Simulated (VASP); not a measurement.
A run of VASP 6.6.1 is set up as follows.

The input POSCAR:

```
NaI
1.0
    0.0000000000      3.2364000000      3.2364000000
    2.8723050000      0.0000000000      3.2364000000
    2.8723050000      3.2364000000      0.0000000000
Na I
1 1
Direct
    0.0000000000      0.0000000000      0.0000000000
    0.5000000000      0.5000000000      0.5000000000
```

File INCAR.step1:

```
SYSTEM = NaI
PREC = Accurate ; ENCUT = 520
ISMEAR = 0 ; SIGMA = 0.05
LREAL = .False. ; LASPH = .True.
NELM = 100 ; NBANDS = 14
GGA = PE ; ALGO = Normal
EDIFF = 1E-4 ; LWAVE = .True.
LCHARG = .False.
```

INCAR.step2

```
SYSTEM = NaI
PREC = Accurate ; ENCUT = 520
EDIFF = 1E-7 ; ISMEAR = 0
SIGMA = 0.05 ; LREAL = .False.
LASPH = .True. ; NELM = 100
ALGO = Normal ; ISIF = 2
LWAVE = .False. ; LCHARG = .True.
METAGGA = R2SCAN ; LMIXTAU = .True.
LELF = .True. ; LVHAR = .True.
NBANDS = 14 ; ISTART = 1
```

KPOINTS

```
regular mesh
0
Gamma
  6 6 6
  0 0 0
```

Potentials or basis: VASP PAW PBE potentials, release 64 (Na_pv, I).

Command:

```bash
$ cat potpaw_PBE.64/Na_pv/POTCAR potpaw_PBE.64/I/POTCAR > POTCAR
$ cp INCAR.step1 INCAR
$ mpirun -np 1 vasp_std > vasp.out
$ cp INCAR.step2 INCAR
$ mpirun -np 1 vasp_std > vasp.out
```

(1) Estimate the band gap on the k mesh.

(2) What does it give for the pressure?

Answers

(1) 4.78 eV.

(2) 3.4 GPa.

Caveat: the cell differs from its parent crystal (strain -0.1125 x Voigt [1, 0, 0, 0, 0, 0]); the cell stands under pressure; the PAW data sets were made with another functional, which shifts forces and pressure a little; spin-orbit coupling is left out, which moves the levels of the heavy elements.
